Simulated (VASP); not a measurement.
A run of VASP 6.6.1:

File POSCAR:

```
Al
1.0
    0.0000000000      2.0247900000      2.0247900000
    2.0247900000      0.0000000000      2.0247900000
    2.0247900000      2.0247900000      0.0000000000
Al
1
Direct
    0.0000000000      0.0000000000      0.0000000000
```

The input INCAR.step1:

```
SYSTEM = Al
ALGO     = Normal         ! electronic algorithm
EDIFF    = 1E-4           ! SCF threshold, eV
ENCUT    = 600            ! plane-wave cutoff, eV
GGA      = PE             ! functional
ISMEAR   = -1             ! smearing method
LASPH    = .TRUE.         ! aspherical terms in the spheres
LCHARG   = .FALSE.        ! write CHGCAR
LREAL    = .FALSE.        ! projectors in reciprocal space
LWAVE    = .TRUE.         ! write WAVECAR
NELM     = 80             ! most SCF steps
PREC     = Accurate       ! precision mode
SIGMA    = 0.1            ! smearing width, eV
```

File INCAR.step2:

```
SYSTEM = Al
ALGO     = Normal         ! electronic algorithm
EDIFF    = 1E-7           ! SCF threshold, eV
EDIFFG   = -0.01          ! ionic threshold
ENCUT    = 600            ! plane-wave cutoff, eV
IBRION   = 2              ! ionic algorithm
ISIF     = 3              ! what is computed and relaxed
ISMEAR   = -1             ! smearing method
ISTART   = 1            
LASPH    = .TRUE.         ! aspherical terms in the spheres
LCHARG   = .FALSE.        ! write CHGCAR
LMIXTAU  = .TRUE.       
LREAL    = .FALSE.        ! projectors in reciprocal space
LWAVE    = .FALSE.        ! write WAVECAR
METAGGA  = R2SCAN         ! meta-GGA
NELM     = 80             ! most SCF steps
NSW      = 80             ! ionic steps
PREC     = Accurate       ! precision mode
SIGMA    = 0.1            ! smearing width, eV
```

KPOINTS

```
k-points
0
G
  13 13 13
  0 0 0
```

Potentials or basis: VASP PAW PBE potentials, release 64 (Al).

Command:

```console
$ cat potpaw_PBE.64/Al/POTCAR > POTCAR
$ cp INCAR.step1 INCAR
$ mpirun -np 1 vasp_std > vasp.out
$ cp INCAR.step2 INCAR
$ mpirun -np 1 vasp_std > vasp.out
```

Hardware: 1 thread of Intel(R) Xeon(R) 6975P-C (Granite Rapids), with other jobs on the host.

Task: How long does it take, and how much memory?

Result: Wall time 25 s on 1 thread of Intel(R) Xeon(R) 6975P-C (Granite Rapids), with other jobs on the host, peak memory 0.14 GiB. Counts: k points 84, ion steps 3.
